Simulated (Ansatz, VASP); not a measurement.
# MoS: VASP beside Ansatz

Contents of POSCAR:

```
MoS
1.0
    0.0000000000      2.6688155122      2.6688155122
    2.6688155122      0.0000000000      2.6688155122
    2.6688155122      2.6688155122      0.0000000000
Mo S
1 1
Direct
    0.0000000000      0.0000000000      0.0000000000
    0.2500000000      0.2500000000      0.2500000000
```

Contents of INCAR.step1:

```
ALGO     = Normal         # electronic algorithm
EDIFF    = 1E-4           # SCF threshold, eV
ENCUT    = 520            # plane-wave cutoff, eV
GGA      = PE             # functional
ISMEAR   = 0              # smearing method
ISPIN    = 2              # spin polarisation
LASPH    = T              # aspherical terms in the spheres
LCHARG   = F              # write CHGCAR
LMAXMIX  = 4              # l up to which the mixer works
LREAL    = F              # projectors in reciprocal space
LWAVE    = T              # write WAVECAR
MAGMOM   = 3 0            # initial moments
NBANDS   = 21             # bands
NELM     = 150            # most SCF steps
PREC     = Accurate       # precision mode
SIGMA    = 0.05           # smearing width, eV
```

File INCAR.step2:

```
ALGO     = Normal         # electronic algorithm
EDIFF    = 1E-6           # SCF threshold, eV
ENCUT    = 520            # plane-wave cutoff, eV
ISIF     = 2              # what is computed and relaxed
ISMEAR   = 0              # smearing method
ISPIN    = 2              # spin polarisation
ISTART   = 1            
LASPH    = T              # aspherical terms in the spheres
LCHARG   = T              # write CHGCAR
LELF     = T              # ELF
LMAXMIX  = 4              # l up to which the mixer works
LMIXTAU  = T            
LORBIT   = 11             # projections on sites
LREAL    = F              # projectors in reciprocal space
LVHAR    = T            
LWAVE    = F              # write WAVECAR
MAGMOM   = 3 0            # initial moments
METAGGA  = R2SCAN         # meta-GGA
NBANDS   = 21             # bands
NELM     = 150            # most SCF steps
PREC     = Accurate       # precision mode
SIGMA    = 0.05           # smearing width, eV
```

File KPOINTS:

```
k-points
0
Gamma
  12 12 12
```

Input for Ansatz:

```yaml
crystal:
  lattice:
    - [0.0, 2.6688155122, 2.6688155122]
    - [2.6688155122, 0.0, 2.6688155122]
    - [2.6688155122, 2.6688155122, 0.0]
  atoms:
    - { symbol: Mo, position: [0.0, 0.0, 0.0], spin: 3.0 }
    - { symbol: S, position: [0.25, 0.25, 0.25] }
basis:
  ecutwfc: 500
  ecutrho_ratio: 4
kpoints:
  mp_grid: { grid: [12, 12, 12] }
hamiltonian:
  xc: r2scan
scf:
  occupations: { method: gaussian, width: 0.05 }
output:
  forces: true
  stress: true
  eigenvalues: true
  populations: true
magnetization:
  spin_polarized: true
```

Alike in both runs: task single point; functional r2SCAN; k mesh 12 × 12 × 12; occupations gaussian, width 0.05 eV; collinear spin.

|  | VASP | Ansatz |
| --- | --- | --- |
| version | VASP 6.6.1 | Ansatz 0.2.0 |
| potentials or method | VASP PAW PBE potentials, release 64 (Mo_sv, S), cutoff 520 eV | scalar-relativistic, plane waves, PAW |
| valence electrons in the cell | 20 | 20 |

|  | VASP | Ansatz | Ansatz less VASP |
| --- | --- | --- | --- |
| gap on the k mesh at the Fermi level (eV) | none | none | - |
| pressure (GPa) | -1.9 | 1.5 | +3.42 |
| net moment per atom (μB) | 0.00 | 0.61 | +0.613 |
| size of the moment on the site where the two differ most (μB) | 0.00 | 0.81 | +0.806 |

The net moments are unlike, so the other rows may belong to different states. VASP's potentials were made for PBE, not for r2SCAN. Site moments also hang on the region over which each program counts them. A gap of «none» marks a metal or a gap that the smearing closes. Ansatz's warnings: stability check not made.
